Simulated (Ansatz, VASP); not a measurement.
## One calculation of AlN, two programs

The input INCAR:

```
SYSTEM = AlN
PREC = Accurate
ENCUT = 520
EDIFF = 1E-6
ISMEAR = 0
SIGMA = 0.05
LREAL = .False.
LASPH = .True.
NELM = 100
ALGO = Normal
ISIF = 2
LWAVE = .False.
LCHARG = .True.
GGA = PE
LELF = .True.
LVHAR = .True.
NBANDS = 26
```

File KPOINTS:

```
Automatic mesh
0
Gamma
  8 6 4
  0 0 0
```

File POSCAR:

```
AlN
1.0
   -1.6567491617      2.8695737234      0.0000000000
    0.0000000000      0.0000000000      4.1874629526
    4.9702474850      2.8695737234      0.0000000000
Al N
4 4
Direct
    0.3733676726      0.7500000000      0.0737541903
    0.0000000000      0.7500000000      0.6666666667
    0.0000000000      0.2500000000      0.3333333333
    0.5000000000      0.2500000000      0.8333333333
    0.5000000000      0.2500000000      0.1666666667
    0.0000000000      0.2500000000      0.6666666667
    0.0000000000      0.7500000000      0.3333333333
    0.5000000000      0.7500000000      0.8333333333
```

Input for Ansatz:

```yaml
crystal:
  lattice:
    - [-1.6567491617, 2.8695737234, 0.0]
    - [0.0, 0.0, 4.1874629526]
    - [4.970247485, 2.8695737234, 0.0]
  atoms:
    - { symbol: Al, position: [0.3733676726, 0.75, 0.0737541903] }
    - { symbol: Al, position: [0.0, 0.75, 0.6666666667] }
    - { symbol: Al, position: [0.0, 0.25, 0.3333333333] }
    - { symbol: Al, position: [0.5, 0.25, 0.8333333333] }
    - { symbol: "N", position: [0.5, 0.25, 0.1666666667] }
    - { symbol: "N", position: [0.0, 0.25, 0.6666666667] }
    - { symbol: "N", position: [0.0, 0.75, 0.3333333333] }
    - { symbol: "N", position: [0.5, 0.75, 0.8333333333] }
basis:
  ecutwfc: 420
kpoints:
  mp_grid: { grid: [8, 6, 4] }
hamiltonian:
  xc: pbe
  pseudopotentials: { kind: paw, azcp: { folder: soft_1 } }
scf:
  occupations: { method: gaussian, width: 0.05 }
output:
  forces: true
  stress: true
  eigenvalues: true
  write_density: true
  write_potential: true
  elf: true
  volumetric_format: npy
```

Alike in both runs: task single point; functional PBE; k mesh 8 × 6 × 4; occupations gaussian, width 0.05 eV; no spin polarisation.

|  | VASP | Ansatz |
| --- | --- | --- |
| version | VASP 6.6.1 | Ansatz 0.2.0 |
| potentials or method | VASP PAW PBE potentials, release 64 (Al, N), cutoff 520 eV | scalar-relativistic, plane waves, PAW |
| valence electrons in the cell | 32 | 32 |

```tsv
	VASP	Ansatz	Ansatz less VASP
gap on the k mesh at the Fermi level (eV)	1.41	1.41	-0.005
least direct gap on the mesh (eV)	1.47	1.46	-0.006
pressure (GPa)	17.3	17.4	+0.05
traceless stress, the component that is largest in VASP (GPa)	30.41	30.26	-0.146
rms of the force components (eV/Å)	6.138	6.128	-0.0094
```

Atom by atom the forces differ by 0.016 eV/Å (rms over components).
